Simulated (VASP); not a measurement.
# Se (R-3c) in VASP: notebook

The runs below take Se through single point, relaxation of cell and atoms, with PBE.

All numbers are computed with VASP 6.6.1; they aren't measurements. Logs are shortened: lines on timing, memory, paths and dates and some standing lists are left out, and cuts for length are marked.

### 1 The cell of the first run

It takes space group R-3c (No. 167, trigonal). The conventional cell has a = 5.722 Å, b = 5.722 Å, c = 13.564 Å, α = 90.00°, β = 90.00°, γ = 120.00°. Within 3.3 Å of Se (site symmetry -3) lie 6 Se at 2.48 Å. Se (site symmetry 2) has 10 Se at 2.41 to 3.16 Å within 3.2 Å.

The cell was built from a structure type or drawn by symmetry, and may not be a known phase.

### 2 Single point, PBE

INCAR reads:

```
  PREC = Accurate
  ENCUT = 520
  EDIFF = 1E-6
  ISMEAR = 0
  SIGMA = 0.1
  LREAL = False
  LASPH = True
  NELM = 100
  ALGO = Normal
  ISIF = 2
  LWAVE = False
  LCHARG = True
  GGA = PE
  LELF = True
  LVHAR = True
  NBANDS = 34
```

KPOINTS reads:

```
Automatic mesh
0
Gamma
  6 6 6
```

POSCAR reads:

```
Se
1.0
    2.8610949600      1.6518539500      4.5214466900
   -2.8610949600      1.6518539500      4.5214466900
    0.0000000000     -3.3037079000      4.5214466900
Se
8
Direct
    0.5000000000      0.5000000000      0.5000000000
    0.0000000000      0.0000000000      0.0000000000
    0.4926577900      0.2500000000      0.0073422100
    0.0073422100      0.4926577900      0.2500000000
    0.2500000000      0.0073422100      0.4926577900
    0.5073422100      0.7500000000      0.9926577900
    0.9926577900      0.5073422100      0.7500000000
    0.7500000000      0.9926577900      0.5073422100
```

Potentials or basis: VASP PAW PBE potentials, release 64 (Se).

Launch:

```console
> cat potpaw_PBE.64/Se/POTCAR > POTCAR
> mpirun -np 1 vasp_std > vasp.out
```

OUTCAR:

```text
PREC = Accurate
   ENCUT = 520
   EDIFF = 1E-6
   ISMEAR = 0
   LREAL = False
   LASPH = True
   NELM = 100
   ISIF = 2
   GGA = PE

 ion  position               nearest neighbor table
   1  0.500  0.500  0.500-   5 2.48   8 2.48   4 2.48   7 2.48   3 2.48   6 2.48
   2  0.000  0.000  0.000-   6 2.48   3 2.48   4 2.48   7 2.48   8 2.48   5 2.48
   3  0.493  0.250  0.007-   4 2.41   5 2.41   2 2.48   1 2.48
   4  0.007  0.493  0.250-   3 2.41   5 2.41   2 2.48   1 2.48
   5  0.250  0.007  0.493-   4 2.41   3 2.41   1 2.48   2 2.48
   6  0.507  0.750  0.993-   7 2.41   8 2.41   2 2.48   1 2.48
   7  0.993  0.507  0.750-   6 2.41   8 2.41   1 2.48   2 2.48
   8  0.750  0.993  0.507-   7 2.41   6 2.41   1 2.48   2 2.48

  LATTYP: Found a trigonal (rhomboedric) cell.
 ALAT       =     5.5998183952
 COS(alpha) =     0.4779084590

  Lattice vectors:

 A1 = (   2.8610949600,   1.6518539500,   4.5214466900)
 A2 = (  -2.8610949600,   1.6518539500,   4.5214466900)
 A3 = (   0.0000000000,  -3.3037079000,   4.5214466900)

Analysis of symmetry for initial positions (statically):
=====================================================================
 Subroutine PRICEL returns:
 Original cell was already a primitive cell.

 Routine SETGRP: Setting up the symmetry group for a
 trigonal (rhombohedral) supercell.

 Subroutine GETGRP returns: Found 12 space group operations
 (whereof  6 operations were pure point group operations)
 out of a pool of 12 trial point group operations.

The static configuration has the point symmetry S_6 .
 The point group associated with its full space group is D_3d.

Analysis of symmetry for dynamics (positions and initial velocities):
=====================================================================
 Subroutine PRICEL returns:
 Original cell was already a primitive cell.

 Routine SETGRP: Setting up the symmetry group for a
 trigonal (rhombohedral) supercell.

 Subroutine GETGRP returns: Found 12 space group operations
 (whereof  6 operations were pure point group operations)
 out of a pool of 12 trial point group operations.

The dynamic configuration has the point symmetry S_6 .
 The point group associated with its full space group is D_3d.

 Subroutine INISYM returns: Found 12 space group operations
 (whereof  6 operations are pure point group operations),
 and found     1 'primitive' translations

----------------------------------------------------------------------------------------

                                     Primitive cell

  volume of cell :     128.2132

  direct lattice vectors                    reciprocal lattice vectors
     2.861094960  1.651853950  4.521446690     0.174758268  0.100896733  0.073722717
    -2.861094960  1.651853950  4.521446690    -0.174758268  0.100896733  0.073722717
     0.000000000 -3.303707900  4.521446690     0.000000000 -0.201793466  0.073722717

  length of vectors
     5.599818391  5.599818391  5.599818395     0.214838642  0.214838642  0.214838641

  position of ions in fractional coordinates (direct lattice)
     0.500000000  0.500000000  0.500000000
     0.000000000  0.000000000  0.000000000
     0.492657790  0.250000000  0.007342210
     0.007342210  0.492657790  0.250000000
     0.250000000  0.007342210  0.492657790
     0.507342210  0.750000000  0.992657790
     0.992657790  0.507342210  0.750000000
     0.750000000  0.992657790  0.507342210

  ion indices of the primitive-cell ions
   primitive index   ion index
                 1           1
                 2           2
                 3           3
                 4           4
                 5           5
                 6           6
                 7           7
                 8           8

----------------------------------------------------------------------------------------

 KPOINTS: Automatic mesh

Automatic generation of k-mesh.
 Grid dimensions read from file:
 generate k-points for:    6    6    6

 Generating k-lattice:

  Cartesian coordinates                     Fractional coordinates (reciprocal lattice)
     0.029126378  0.016816122  0.012287119     0.166666667  0.000000000 -0.000000000
    -0.029126378  0.016816122  0.012287119     0.000000000  0.166666667 -0.000000000
     0.000000000 -0.033632244  0.012287119    -0.000000000 -0.000000000  0.166666667

  Length of vectors
     0.035806440  0.035806440  0.035806440

  Shift w.r.t. Gamma in fractional coordinates (k-lattice)
     0.000000000  0.000000000  0.000000000

 Subroutine IBZKPT returns following result:
 ===========================================

 Found     32 irreducible k-points:

 Following reciprocal coordinates:
            Coordinates               Weight
  0.000000  0.000000  0.000000      1.000000
  0.166667 -0.000000  0.000000      6.000000
  0.333333 -0.000000  0.000000      6.000000
  0.500000 -0.000000  0.000000      3.000000
  0.166667  0.166667  0.000000      6.000000
  0.333333  0.166667  0.000000     12.000000
[... 16 lines left out ...]
  0.500000  0.500000  0.166667      6.000000
 -0.333333  0.500000  0.166667     12.000000
 [... further k-points ...]
   k-points           NKPTS =     32   k-points in BZ     NKDIM =     32   number of bands    NBANDS=     34
   number of dos      NEDOS =    301   number of ions     NIONS =      8
   total plane-waves  NPLWV =  74088
   dimension x,y,z NGX =    42 NGY =   42 NGZ =   42
   dimension x,y,z NGXF=    84 NGYF=   84 NGZF=   84
   ions per type =               8
   NGX,Y,Z   is equivalent  to a cutoff of  12.47, 12.47, 12.47 a.u.
   NGXF,Y,Z  is equivalent  to a cutoff of  24.94, 24.94, 24.94 a.u.
 SYSTEM =  unknown system
   PREC   = accura    normal or accurate (medium, high low for compatibility)
   ISTART =      0    job   : 0-new  1-cont  2-samecut
   ICHARG =      2    charge: 1-file 2-atom 10-const
   ISPIN  =      1    spin polarized calculation?
   LNONCOLLINEAR =      F non collinear calculations
   LSORBIT =      F    spin-orbit coupling
   LASPH  =      T    aspherical Exc in radial PAW
   ENCUT  =  520.0 eV  38.22 Ry    6.18 a.u.  10.41 10.41 10.41*2*pi/ulx,y,z
   NELM   =    100;   NELMIN=  2; NELMDL= -5     # of ELM steps
   EDIFF  = 0.1E-05   stopping-criterion for ELM
   LREAL  =      F    real-space projection
   EDIFFG = 0.1E-04   stopping-criterion for IOM
   NSW    =      0    number of steps for IOM
   IBRION =     -1    ionic relax: 0-MD 1-quasi-New 2-CG
   NFREE  =      0    steps in history (QN), initial steepest desc. (CG)
   ISIF   =      2    stress and relaxation
   ISYM   =      2    0-nonsym 1-usesym 2-fastsym
   POTIM  = 0.5000    time-step for ionic-motion
   TEBEG  =    0.0;   TEEND  =   0.0 temperature during run
   PSTRESS=    0.0 pullay stress
   NELECT =      48.0000    total number of electrons
   NUPDOWN=      -1.0000    fix difference up-down
   EMIN   =  10.00;   EMAX   =-10.00  energy-range for DOS
   EFERMI =   0.00;   METHOD = LEGACY
   ISMEAR =     0;   SIGMA  =   0.10  broadening in eV -4-tet -1-fermi 0-gaus
   EFERMI_NEDOS =   21; number of points for ismear=-14 and -15
   IALGO  =     38    algorithm
   IMIX   =      4    mixing-type and parameters
     AMIX     =   0.40;   BMIX     =  1.00
     AMIX_MAG =   1.60;   BMIX_MAG =  1.00
  volume/ion in A,a.u.               =      16.03       108.15
  Fermi-wavevector in a.u.,A,eV,Ry     =   1.179898  2.229683 18.941470  1.392159
  Thomas-Fermi vector in A             =   2.316200
   LORBIT       =      0    0 simple, 1 ext, 2 COOP (PROOUT), +10 PAW based schemes
   GGA     = PE    functional components
   LHFCALC =     F    Hartree Fock is set to
   AEXX    =    0.0000 exact exchange contribution
   IVDW    =     0    specifies the selected vdW correction
   LEPSILON=     F    determine dielectric tensor
   LRPA    =     F    only Hartree local field effects (RPA)
 non-spin polarized calculation
 Gauss-broadening in eV      SIGMA  =   0.10
  energy-cutoff  :      520.00
  volume of cell :      128.21
 maximum number of plane-waves:      3478
 NGX is ok and might be reduce to    42
   NGX = 21   NGY = 21   NGZ = 21

 number of electron      47.9999998 magnetization

 Free energy of the ion-electron system (eV)
  ---------------------------------------------------
  ext. energy  EPLUGINS =         0.00000000
  ---------------------------------------------------
  free energy    TOTEN  =       -18.15703291 eV

  energy without entropy =      -18.13128185  energy(sigma->0) =      -18.14415738

 E-fermi :   9.3519     XC(G=0): -11.5404

 val. band max:        9.3461546624   @ k =   0.5000   0.3333   0.3333
 cond. band min:       9.3621250607   @ k =  -0.1667   0.5000   0.1667
 fundamental gap:      0.0159703983
 Fermi energy:         9.3518758817

 k-point     1 :       0.0000    0.0000    0.0000
  band No.  band energies     occupation
      1     -10.4691      2.00000
      2      -6.6181      2.00000
      3      -6.2088      2.00000
      4      -4.9813      2.00000
      5      -4.9813      2.00000
      6      -4.5608      2.00000
[... 26 lines left out ...]
     33      15.7724      0.00000
     34      15.9424      0.00000

 k-point     2 :       0.1667   -0.0000    0.0000
  band No.  band energies     occupation
      1     -10.2966      2.00000
      2      -6.9109      2.00000
      3      -6.5430      2.00000
      4      -5.4483      2.00000
      5      -4.9541      2.00000
      6      -4.8559      2.00000
[... 26 lines left out ...]
     33      14.7730      0.00000
     34      14.9784      0.00000

 k-point     3 :       0.3333   -0.0000    0.0000
  band No.  band energies     occupation
      1      -9.7848      2.00000
      2      -7.8852      2.00000
      3      -6.8117      2.00000
      4      -6.1960      2.00000
      5      -4.9118      2.00000
      6      -4.5722      2.00000
[... 26 lines left out ...]
     33      14.4869      0.00000
     34      14.7119      0.00000

 k-point     4 :       0.5000   -0.0000    0.0000
  band No.  band energies     occupation
      1      -8.9571      2.00000
      2      -8.9571      2.00000
      3      -6.6629      2.00000
      4      -6.6629      2.00000
      5      -4.7602      2.00000
      6      -4.7602      2.00000
[... 26 lines left out ...]
     33      14.5805      0.00000
     34      14.5805      0.00000

 k-point     5 :       0.1667    0.1667    0.0000
  band No.  band energies     occupation
      1     -10.2427      2.00000
      2      -7.0500      2.00000
      3      -6.3305      2.00000
      4      -5.6436      2.00000
      5      -5.3408      2.00000
      6      -4.8386      2.00000
[... 621 lines left out ...]
 k-point    22 :      -0.1667    0.3333    0.1667
  band No.  band energies     occupation
      1      -9.3268      2.00000
      2      -7.7942      2.00000
      3      -7.3851      2.00000
      4      -7.1316      2.00000
      5      -5.0269      2.00000
      6      -4.4341      2.00000
[... 26 lines left out ...]
     33      13.8141      0.00000
     34      14.7542      0.00000

 k-point    23 :       0.5000    0.5000    0.1667
  band No.  band energies     occupation
      1      -9.0290      2.00000
      2      -8.0778      2.00000
      3      -7.6227      2.00000
      4      -6.5960      2.00000
      5      -5.8899      2.00000
      6      -4.4299      2.00000
[... 26 lines left out ...]
     33      13.3522      0.00000
     34      14.8817      0.00000

 k-point    24 :      -0.3333    0.5000    0.1667
  band No.  band energies     occupation
      1      -8.4432      2.00000
      2      -8.1508      2.00000
      3      -8.0214      2.00000
      4      -7.5114      2.00000
      5      -5.0234      2.00000
      6      -4.4448      2.00000
[... 26 lines left out ...]
     33      13.7575      0.00000
     34      14.6267      0.00000

 [... further k-points ...]

------------------------ aborting loop because EDIFF is reached ----------------------------------------

  FORCE on cell =-STRESS in cart. coord.  units (eV):
  Direction    XX          YY          ZZ          XY          YZ          ZX
  --------------------------------------------------------------------------------------
  -------------------------------------------------------------------------------------
  Total       48.9148268     48.9148270     29.5152222      0.0000000      0.0000000     -0.0000000
  in kB      611.2495024    611.2495059    368.8281465      0.0000000      0.0000000     -0.0000000
  external PRESSURE =     530.4423849 kB  Pullay stress =       0.0000000 kB

 VOLUME and BASIS-vectors are now :
 -----------------------------------------------------------------------------
  energy-cutoff  :      520.00
  volume of cell :      128.21
      direct lattice vectors                 reciprocal lattice vectors
     2.861094960  1.651853950  4.521446690     0.174758268  0.100896733  0.073722717
    -2.861094960  1.651853950  4.521446690    -0.174758268  0.100896733  0.073722717
     0.000000000 -3.303707900  4.521446690     0.000000000 -0.201793466  0.073722717

 POSITION                                       TOTAL-FORCE (eV/Angst)
 -----------------------------------------------------------------------------------
      0.00000      0.00000      6.78217        -0.000000      0.000000      0.000000
      0.00000      0.00000      0.00000        -0.000000      0.000000      0.000000
      0.69427      1.20251      3.39109         0.478846      0.829386      0.000000
     -1.38853      0.00000      3.39109        -0.957693      0.000000     -0.000000
      0.69427     -1.20251      3.39109         0.478846     -0.829386      0.000000
     -0.69427     -1.20251     10.17326        -0.478846     -0.829386      0.000000
      1.38853      0.00000     10.17326         0.957693      0.000000      0.000000
     -0.69427      1.20251     10.17326        -0.478846      0.829386      0.000000
 -----------------------------------------------------------------------------------
    total drift:                                0.000000     -0.000000     -0.000000

  FREE ENERGIE OF THE ION-ELECTRON SYSTEM (eV)
  ---------------------------------------------------
  free  energy   TOTEN  =       -18.1570329071 eV

  energy  without entropy=      -18.1312818475  energy(sigma->0) =      -18.14415738
```

Run time: 65 s. Hardware: 1 thread of Intel Xeon 6975P-C (Granite Rapids), shared host; peak memory 0.3 GiB.

Results:

```
Free energy            : -18.1570 eV
Pressure               : 53.0 GPa
Largest force          : 0.958 eV/Å
Band gap on the k mesh : zero (bands 24 and 25 overlap by 1.26 eV)
```

Forces in eV/Å, atoms in the order of the input:
```
Se   0.000  0.000  0.000
Se   0.000  0.000  0.000
Se   0.479  0.829  0.000
Se  -0.958  0.000  0.000
Se   0.479 -0.829  0.000
Se  -0.479 -0.829  0.000
Se   0.958  0.000  0.000
Se  -0.479  0.829  0.000
```

Stress tensor (GPa, compression positive):
```
61.12  0.00  0.00
 0.00 61.12  0.00
 0.00  0.00 36.88
```

Caveat: the cell stands under pressure.

### 3 Single point, PBE

This run uses another cell than the first one, of 26.02 Å³/atom.

INCAR reads:

```
PREC = Accurate ; ENCUT = 520
EDIFF = 1E-7 ; ISMEAR = 0
SIGMA = 0.1 ; LREAL = F
LASPH = T ; NELM = 60
ALGO = Normal ; ISIF = 2
LWAVE = F ; LCHARG = T
GGA = PE ; LELF = T
LVHAR = T ; NBANDS = 34
```

KPOINTS is that of step 2.

POSCAR reads:

```
Se
1.0
    3.0637092626      1.7688333675      6.4016600740
   -3.0637092626      1.7688333675      6.4016600740
    0.0000000000     -3.5376667350      6.4016600740
Se
8
Direct
    0.5000000000      0.5000000000      0.5000000000
    0.0000000000      0.0000000000      0.0000000000
    0.4883961544      0.2500000000      0.0116038456
    0.0116038456      0.4883961544      0.2500000000
    0.2500000000      0.0116038456      0.4883961544
    0.5116038456      0.7500000000      0.9883961544
    0.9883961544      0.5116038456      0.7500000000
    0.7500000000      0.9883961544      0.5116038456
```

Potentials or basis: VASP PAW PBE potentials, release 64 (Se).

Launch:

```console
> cat potpaw_PBE.64/Se/POTCAR > POTCAR
> mpirun -np 1 vasp_std > vasp.out
```

It took 2.7 min on 1 thread of Intel Xeon 6975P-C (Granite Rapids), shared host; peak memory 0.46 GiB.

It converged, with:

```
Free energy            : -25.6680 eV
Pressure               : 0.2 GPa
Largest force          : 0.009 eV/Å
Band gap on the k mesh : zero (bands 24 and 25 overlap by 0.71 eV)
```

Forces on the atoms (eV/Å):
```
Se   0.000  0.000  0.000
Se   0.000  0.000  0.000
Se   0.004  0.007  0.000
Se  -0.009  0.000  0.000
Se   0.004 -0.007  0.000
Se  -0.004 -0.007  0.000
Se   0.009  0.000  0.000
Se  -0.004  0.007  0.000
```

Stress tensor (GPa, compression positive):
```
0.07 0.00 0.00
0.00 0.07 0.00
0.00 0.00 0.32
```

Levels at points of the mesh, in eV from the Fermi level:
```
           k point  band 20  band 21  band 22  band 23  band 24  band 25  band 26  band 27  band 28  band 29
(0.00, 0.00, 0.00)    -1.75    -1.60    -0.54    -0.54    -0.16     0.69     1.39     1.39     1.80     1.80
(0.50, 0.00, 0.00)    -1.79    -1.45    -1.45    -0.76    -0.76     0.16     0.16     1.44     1.44     1.99
(0.50, 0.50, 0.00)    -1.75    -1.57    -1.26    -0.27    -0.09     0.41     0.53     0.72     0.83     1.14
(0.50, 0.50, 0.50)    -2.23    -1.89    -1.89     0.30     0.30     0.30     0.30     1.75     1.75     2.13
```

### 4 Single point, PBE

This run uses another cell than the first one, of 26.19 Å³/atom.

INCAR reads:

```
PREC = Accurate
ENCUT = 520
EDIFF = 1E-6
ISMEAR = 0
SIGMA = 0.1
LREAL = False
LASPH = True
NELM = 100
ALGO = Normal
ISIF = 2
LWAVE = False
LCHARG = True
GGA = PE
LELF = True
LVHAR = True
NBANDS = 34
```

KPOINTS reads:

```
regular mesh
0
Gamma
  6 6 6
```

POSCAR reads:

```
Se
1.0
    3.0464435818      1.7588650220      6.5173028599
   -3.0464435818      1.7588650220      6.5173028599
    0.0000000000     -3.5177300440      6.5173028599
Se
8
Direct
    0.0000000000      0.0000000000      0.0000000000
    0.5000000000      0.5000000000      0.5000000000
    0.9898643205      0.7500000000      0.5101356795
    0.5101356795      0.9898643205      0.7500000000
    0.7500000000      0.5101356795      0.9898643205
    0.0101356795      0.2500000000      0.4898643205
    0.4898643205      0.0101356795      0.2500000000
    0.2500000000      0.4898643205      0.0101356795
```

Launch:

```console
> cat potpaw_PBE.64/Se/POTCAR > POTCAR
> mpirun -np 1 vasp_std > vasp.out
```

Wall time 2.3 min (1 thread of Intel Xeon 6975P-C (Granite Rapids), shared host); peak memory 0.5 GiB.

It converged, with:

```
Free energy            : -25.6716 eV
Pressure               : 0.0 GPa
Largest force          : 0.015 eV/Å
Band gap on the k mesh : zero (bands 24 and 25 overlap by 0.72 eV)
```

Forces in eV/Å, atoms in the order of the input:
```
Se   0.000  0.000  0.000
Se   0.000  0.000  0.000
Se   0.007  0.013  0.000
Se  -0.015  0.000  0.000
Se   0.007 -0.013  0.000
Se  -0.007 -0.013  0.000
Se   0.015  0.000  0.000
Se  -0.007  0.013  0.000
```

Levels at points of the mesh, in eV from the Fermi level:
| k point | band 21 | band 22 | band 23 | band 24 | band 25 | band 26 | band 27 | band 28 |
| --- | --- | --- | --- | --- | --- | --- | --- | --- |
| (0.00, 0.00, 0.00) | -1.65 | -0.61 | -0.61 | -0.14 | 0.62 | 1.43 | 1.43 | 1.82 |
| (0.50, 0.00, 0.00) | -1.41 | -1.41 | -0.76 | -0.76 | 0.15 | 0.15 | 1.40 | 1.40 |
| (0.50, 0.50, 0.00) | -1.54 | -1.32 | -0.34 | -0.11 | 0.41 | 0.57 | 0.64 | 0.83 |
| (0.50, 0.50, 0.50) | -1.92 | -1.92 | 0.33 | 0.33 | 0.33 | 0.33 | 1.75 | 1.75 |

(Continued in part 2 of 2.)
